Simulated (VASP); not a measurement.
# Pt3Rh (Pm-3m) in VASP: relaxation of cell and atoms with LDA

Aim: the relaxation of cell and atoms of Pt3Rh with LDA.

Everything below comes from runs of VASP 6.6.1. Logs are shortened: lines on timing, memory, paths and dates and some standing lists are left out, and cuts for length are marked.

### 1 The cell of the first run

Symmetry: Pm-3m, No. 221, cubic system. The conventional cell has a = 3.935 Å, b = 3.935 Å, c = 3.935 Å, α = 90.00°, β = 90.00°, γ = 90.00°. Rh (site symmetry m-3m) has 12 Pt at 2.78 Å within 3.7 Å. Within 3.7 Å of Pt (site symmetry 4/mmm) lie 4 Rh at 2.78 Å and 8 Pt at 2.78 Å.

### 2 Relaxation of cell and atoms, LDA

File INCAR:

```
SYSTEM = Pt3Rh
PREC     = Accurate       ! precision mode
ENCUT    = 530            ! plane-wave cutoff, eV
EDIFF    = 1E-7           ! SCF threshold, eV
ISMEAR   = 0              ! smearing method
SIGMA    = 0.1            ! smearing width, eV
LREAL    = .False.        ! projectors in reciprocal space
LASPH    = .True.         ! aspherical terms in the spheres
NELM     = 120            ! most SCF steps
ALGO     = Normal         ! electronic algorithm
ISIF     = 3              ! what is computed and relaxed
LWAVE    = .False.        ! write WAVECAR
LCHARG   = .False.        ! write CHGCAR
GGA      = CA             ! functional
IBRION   = 2              ! ionic algorithm
NSW      = 70             ! ionic steps
EDIFFG   = -0.005         ! ionic threshold
GGA_COMPAT= .False.      
NELMIN   = 4
```

File KPOINTS:

```
regular mesh
0
Gamma
  12 12 12
  0 0 0
```

File POSCAR:

```
Pt3Rh
1.0
    3.9354137973      0.0000000000      0.0000000000
    0.0000000000      3.9354137973      0.0000000000
    0.0000000000      0.0000000000      3.9354137973
Rh Pt
1 3
Direct
    0.5000000000      0.5000000000      0.5000000000
    0.5000000000      0.0000000000      0.0000000000
    0.0000000000      0.5000000000      0.0000000000
    0.0000000000      0.0000000000      0.5000000000
```

Potentials or basis: VASP PAW LDA potentials, release 64 (Rh_sv_GW, Pt_sv_GW).

Started as:

```console
$ cat potpaw_LDA.64/Rh_sv_GW/POTCAR potpaw_LDA.64/Pt_sv_GW/POTCAR > POTCAR
$ mpirun -np 1 vasp_std > vasp.out
```

OUTCAR:

```text
SYSTEM = Pt3Rh
   PREC = Accurate
   ENCUT = 530
   EDIFF = 1E-7
   ISMEAR = 0
   LREAL = .False.
   LASPH = .True.
   NELM = 120
   ISIF = 3
   GGA = CA
   IBRION = 2
   NSW = 70
   EDIFFG = -0.005
   NELMIN = 4

 ion  position               nearest neighbor table
   1  0.500  0.500  0.500-   2 2.78   3 2.78   4 2.78   2 2.78   3 2.78   2 2.78   4 2.78   2 2.78
                             3 2.78   4 2.78   3 2.78   4 2.78
   2  0.500  0.000  0.000-   1 2.78   3 2.78   4 2.78   1 2.78   4 2.78   1 2.78   3 2.78   1 2.78
                             3 2.78   4 2.78   4 2.78   3 2.78
   3  0.000  0.500  0.000-   1 2.78   2 2.78   4 2.78   1 2.78   4 2.78   2 2.78   4 2.78   4 2.78
                             1 2.78   2 2.78   1 2.78   2 2.78
   4  0.000  0.000  0.500-   1 2.78   2 2.78   3 2.78   2 2.78   3 2.78   1 2.78   3 2.78   3 2.78
                             1 2.78   2 2.78   2 2.78   1 2.78

  LATTYP: Found a simple cubic cell.
 ALAT       =     3.9354137973

  Lattice vectors:

 A1 = (   3.9354137973,   0.0000000000,   0.0000000000)
 A2 = (   0.0000000000,   3.9354137973,   0.0000000000)
 A3 = (   0.0000000000,   0.0000000000,   3.9354137973)

Analysis of symmetry for initial positions (statically):
=====================================================================
 Subroutine PRICEL returns:
 Original cell was already a primitive cell.

 Routine SETGRP: Setting up the symmetry group for a
 simple cubic supercell.

 Subroutine GETGRP returns: Found 48 space group operations
 (whereof 48 operations were pure point group operations)
 out of a pool of 48 trial point group operations.

The static configuration has the point symmetry O_h .

Analysis of symmetry for dynamics (positions and initial velocities):
=====================================================================
 Subroutine PRICEL returns:
 Original cell was already a primitive cell.

 Routine SETGRP: Setting up the symmetry group for a
 simple cubic supercell.

 Subroutine GETGRP returns: Found 48 space group operations
 (whereof 48 operations were pure point group operations)
 out of a pool of 48 trial point group operations.

The dynamic configuration has the point symmetry O_h .

 Subroutine INISYM returns: Found 48 space group operations
 (whereof 48 operations are pure point group operations),
 and found     1 'primitive' translations

----------------------------------------------------------------------------------------

                                     Primitive cell

  volume of cell :      60.9496

  direct lattice vectors                    reciprocal lattice vectors
     3.935413797  0.000000000  0.000000000     0.254102885  0.000000000  0.000000000
     0.000000000  3.935413797  0.000000000     0.000000000  0.254102885  0.000000000
     0.000000000  0.000000000  3.935413797     0.000000000  0.000000000  0.254102885

  length of vectors
     3.935413797  3.935413797  3.935413797     0.254102885  0.254102885  0.254102885

  position of ions in fractional coordinates (direct lattice)
     0.500000000  0.500000000  0.500000000
     0.500000000  0.000000000  0.000000000
     0.000000000  0.500000000  0.000000000
     0.000000000  0.000000000  0.500000000

  ion indices of the primitive-cell ions
   primitive index   ion index
                 1           1
                 2           2
                 3           3
                 4           4

----------------------------------------------------------------------------------------

 KPOINTS: regular mesh

Automatic generation of k-mesh.
 Grid dimensions read from file:
 generate k-points for:   12   12   12

 Generating k-lattice:

  Cartesian coordinates                     Fractional coordinates (reciprocal lattice)
     0.021175240  0.000000000  0.000000000     0.083333333  0.000000000  0.000000000
     0.000000000  0.021175240  0.000000000     0.000000000  0.083333333  0.000000000
     0.000000000  0.000000000  0.021175240     0.000000000  0.000000000  0.083333333

  Length of vectors
     0.021175240  0.021175240  0.021175240

  Shift w.r.t. Gamma in fractional coordinates (k-lattice)
     0.000000000  0.000000000  0.000000000

 Subroutine IBZKPT returns following result:
 ===========================================

 Found     84 irreducible k-points:

 Following reciprocal coordinates:
            Coordinates               Weight
  0.000000  0.000000  0.000000      1.000000
  0.083333  0.000000  0.000000      6.000000
  0.166667  0.000000  0.000000      6.000000
  0.250000  0.000000  0.000000      6.000000
  0.333333  0.000000  0.000000      6.000000
  0.416667  0.000000  0.000000      6.000000
[... 16 lines left out ...]
  0.333333  0.333333  0.000000     12.000000
  0.416667  0.333333  0.000000     24.000000
 [... further k-points ...]
   k-points           NKPTS =     84   k-points in BZ     NKDIM =     84   number of bands    NBANDS=     42
   number of dos      NEDOS =    301   number of ions     NIONS =      4
   total plane-waves  NPLWV =  27000
   dimension x,y,z NGX =    30 NGY =   30 NGZ =   30
   dimension x,y,z NGXF=    60 NGYF=   60 NGZF=   60
   ions per type =               1   3
   NGX,Y,Z   is equivalent  to a cutoff of  12.67, 12.67, 12.67 a.u.
   NGXF,Y,Z  is equivalent  to a cutoff of  25.35, 25.35, 25.35 a.u.
 SYSTEM =  Pt3Rh
   PREC   = accura    normal or accurate (medium, high low for compatibility)
   ISTART =      0    job   : 0-new  1-cont  2-samecut
   ICHARG =      2    charge: 1-file 2-atom 10-const
   ISPIN  =      1    spin polarized calculation?
   LNONCOLLINEAR =      F non collinear calculations
   LSORBIT =      F    spin-orbit coupling
   LASPH  =      T    aspherical Exc in radial PAW
   ENCUT  =  530.0 eV  38.95 Ry    6.24 a.u.   7.39  7.39  7.39*2*pi/ulx,y,z
   NELM   =    120;   NELMIN=  4; NELMDL= -5     # of ELM steps
   EDIFF  = 0.1E-06   stopping-criterion for ELM
   LREAL  =      F    real-space projection
   EDIFFG = -.5E-02   stopping-criterion for IOM
   NSW    =     70    number of steps for IOM
   IBRION =      2    ionic relax: 0-MD 1-quasi-New 2-CG
   NFREE  =      1    steps in history (QN), initial steepest desc. (CG)
   ISIF   =      3    stress and relaxation
   ISYM   =      2    0-nonsym 1-usesym 2-fastsym
   POTIM  = 0.5000    time-step for ionic-motion
   TEBEG  =    0.0;   TEEND  =   0.0 temperature during run
   PSTRESS=    0.0 pullay stress
   NELECT =      71.0000    total number of electrons
   NUPDOWN=      -1.0000    fix difference up-down
   EMIN   =  10.00;   EMAX   =-10.00  energy-range for DOS
   EFERMI =   0.00;   METHOD = LEGACY
   ISMEAR =     0;   SIGMA  =   0.10  broadening in eV -4-tet -1-fermi 0-gaus
   EFERMI_NEDOS =   21; number of points for ismear=-14 and -15
   IALGO  =     38    algorithm
   IMIX   =      4    mixing-type and parameters
     AMIX     =   0.40;   BMIX     =  1.00
     AMIX_MAG =   1.60;   BMIX_MAG =  1.00
  volume/ion in A,a.u.               =      15.24       102.83
  Fermi-wavevector in a.u.,A,eV,Ry     =   1.722545  3.255138 40.370674  2.967161
  Thomas-Fermi vector in A             =   2.798589
   LORBIT       =      0    0 simple, 1 ext, 2 COOP (PROOUT), +10 PAW based schemes
   GGA     = CA    functional components
   LHFCALC =     F    Hartree Fock is set to
   AEXX    =    0.0000 exact exchange contribution
   IVDW    =     0    specifies the selected vdW correction
   LEPSILON=     F    determine dielectric tensor
   LRPA    =     F    only Hartree local field effects (RPA)
 conjugate gradient relaxation of ions
 non-spin polarized calculation
 Gauss-broadening in eV      SIGMA  =   0.10
  energy-cutoff  :      530.00
  volume of cell :       60.95
 maximum number of plane-waves:      1743
 NGX is ok and might be reduce to    30
   NGX = 15   NGY = 15   NGZ = 15

--------------------------------------- Ionic step        1  -------------------------------------------

 number of electron      71.0000002 magnetization

 Free energy of the ion-electron system (eV)
  ---------------------------------------------------
  ext. energy  EPLUGINS =         0.00000000
  ---------------------------------------------------
  free energy    TOTEN  =       -29.67081138 eV

  energy without entropy =      -29.62921888  energy(sigma->0) =      -29.65001513

 E-fermi :   9.9553     XC(G=0): -14.1761

 val. band max:        9.9532924439   @ k =   0.3333   0.3333   0.1667
 cond. band min:       9.9572020204   @ k =   0.5000   0.3333   0.2500
 fundamental gap:      0.0039095764
 Fermi energy:         9.9552640465

 k-point     1 :       0.0000    0.0000    0.0000
  band No.  band energies     occupation
      1     -88.3489      2.00000
      2     -88.3187      2.00000
      3     -88.3187      2.00000
      4     -68.0320      2.00000
      5     -42.9101      2.00000
      6     -42.9101      2.00000
[... 34 lines left out ...]
     41      18.6089      0.00000
     42      18.6089      0.00000
[... 1154 lines left out ...]
  FORCE on cell =-STRESS in cart. coord.  units (eV):
  Direction    XX          YY          ZZ          XY          YZ          ZX
  --------------------------------------------------------------------------------------
  -------------------------------------------------------------------------------------
  Total       -0.1378952     -0.1378952     -0.1378952      0.0000000      0.0000000     -0.0000000
  in kB       -3.8519669     -3.8519669     -3.8519669      0.0000000      0.0000000     -0.0000000
  external PRESSURE =      -3.8519669 kB  Pullay stress =       0.0000000 kB

 VOLUME and BASIS-vectors are now :
 -----------------------------------------------------------------------------
  energy-cutoff  :      530.00
  volume of cell :       57.36
      direct lattice vectors                 reciprocal lattice vectors
     3.856491878  0.000000000  0.000000000     0.259303022 -0.000000000  0.000000000
     0.000000000  3.856491878  0.000000000    -0.000000000  0.259303022  0.000000000
    -0.000000000 -0.000000000  3.856491878    -0.000000000 -0.000000000  0.259303022

 POSITION                                       TOTAL-FORCE (eV/Angst)
 -----------------------------------------------------------------------------------
      1.92825      1.92825      1.92825        -0.000000     -0.000000      0.000000
      1.92825      0.00000      0.00000         0.000000      0.000000      0.000000
      0.00000      1.92825      0.00000         0.000000      0.000000      0.000000
     -0.00000     -0.00000      1.92825         0.000000     -0.000000      0.000000
 -----------------------------------------------------------------------------------
    total drift:                                0.000000     -0.000000      0.000000

  FREE ENERGIE OF THE ION-ELECTRON SYSTEM (eV)
  ---------------------------------------------------
  free  energy   TOTEN  =       -29.8805083392 eV

  energy  without entropy=      -29.8428835519  energy(sigma->0) =      -29.86169595

--------------------------------------- Ionic step        5  -------------------------------------------

 number of electron      71.0000014 magnetization

 Free energy of the ion-electron system (eV)
  ---------------------------------------------------
  ext. energy  EPLUGINS =         0.00000000
  ---------------------------------------------------
  free energy    TOTEN  =       -29.88059511 eV

  energy without entropy =      -29.84304480  energy(sigma->0) =      -29.86181996

 E-fermi :  11.0903     XC(G=0): -14.5760

 val. band max:       11.0890203451   @ k =   0.3333   0.3333   0.2500
 cond. band min:      11.0956051070   @ k =   0.2500   0.2500   0.0833
 fundamental gap:      0.0065847619
 Fermi energy:        11.0903490635

 k-point     1 :       0.0000    0.0000    0.0000
  band No.  band energies     occupation
      1     -87.4569      2.00000
      2     -87.4153      2.00000
      3     -87.4153      2.00000
      4     -67.0501      2.00000
      5     -42.0641      2.00000
      6     -42.0641      2.00000
[... 34 lines left out ...]
     41      20.4375      0.00000
     42      20.4375      0.00000
[... 1042 lines left out ...]
  --------------------------------------------------------------------------------------
  -------------------------------------------------------------------------------------
  Total        0.0015246      0.0015246      0.0015246      0.0000000      0.0000000      0.0000000
  in kB        0.0426415      0.0426415      0.0426415      0.0000000      0.0000000      0.0000000
  external PRESSURE =       0.0426415 kB  Pullay stress =       0.0000000 kB

 VOLUME and BASIS-vectors are now :
 -----------------------------------------------------------------------------
  energy-cutoff  :      530.00
  volume of cell :       57.29
      direct lattice vectors                 reciprocal lattice vectors
     3.854913438  0.000000000  0.000000000     0.259409197 -0.000000000  0.000000000
     0.000000000  3.854913438  0.000000000    -0.000000000  0.259409197  0.000000000
    -0.000000000 -0.000000000  3.854913438    -0.000000000 -0.000000000  0.259409197

 POSITION                                       TOTAL-FORCE (eV/Angst)
 -----------------------------------------------------------------------------------
      1.92746      1.92746      1.92746        -0.000000      0.000000      0.000000
      1.92746      0.00000      0.00000         0.000000      0.000000      0.000000
      0.00000      1.92746      0.00000         0.000000     -0.000000      0.000000
     -0.00000     -0.00000      1.92746         0.000000     -0.000000      0.000000
 -----------------------------------------------------------------------------------
    total drift:                                0.000000     -0.000000      0.000000

  FREE ENERGIE OF THE ION-ELECTRON SYSTEM (eV)
  ---------------------------------------------------
  free  energy   TOTEN  =       -29.8805951121 eV

  energy  without entropy=      -29.8430447990  energy(sigma->0) =      -29.86181996

 reached required accuracy - stopping structural energy minimisation
```

Run time: 9.4 min. Hardware: 1 thread of Intel Xeon 6975P-C (Granite Rapids), shared host; peak memory 0.33 GiB.

What came out:

```yaml
Free_energy: -29.8806 eV
Relaxed_volume: 14.32 Å³/atom
Relaxed_cell: a = 3.855 Å, b = 3.855 Å, c = 3.855 Å, α = 90.00°, β = 90.00°, γ = 90.00°
Space_group_after_relaxing_to_0.1_Å: Pm-3m (No. 221)
Pressure_after_relaxing: 0.0 GPa
Band_gap_on_the_k_mesh: zero (an odd number of electrons rules out a gap without spin polarisation)
```

Final structure:
```
CELL_PARAMETERS angstrom
3.85491 0.00000 0.00000
0.00000 3.85491 0.00000
0.00000 0.00000 3.85491
ATOMIC_POSITIONS crystal
Rh 0.50000 0.50000 0.50000
Pt 0.50000 0.00000 0.00000
Pt 0.00000 0.50000 0.00000
Pt 0.00000 0.00000 0.50000
```

Levels at points of the mesh, in eV from the Fermi level:
```tsv
k point	band 32	band 33	band 34	band 35	band 36	band 37	band 38	band 39	band 40	band 41
(0.00, 0.00, 0.00)	0.49	0.49	0.49	0.74	0.74	0.74	2.04	2.04	2.04	9.35
(0.50, 0.00, 0.00)	-1.84	-1.84	-1.47	-0.96	-0.55	0.50	0.75	7.59	8.44	8.44
(0.50, 0.50, 0.00)	-1.94	-1.88	-1.86	-1.45	-1.45	2.05	2.05	2.06	2.65	11.07
(0.50, 0.50, 0.50)	-0.22	0.02	0.02	0.02	0.24	0.24	0.24	0.28	0.28	6.14
```

Caveat: spin-orbit coupling is left out, which moves the levels of the heavy elements.
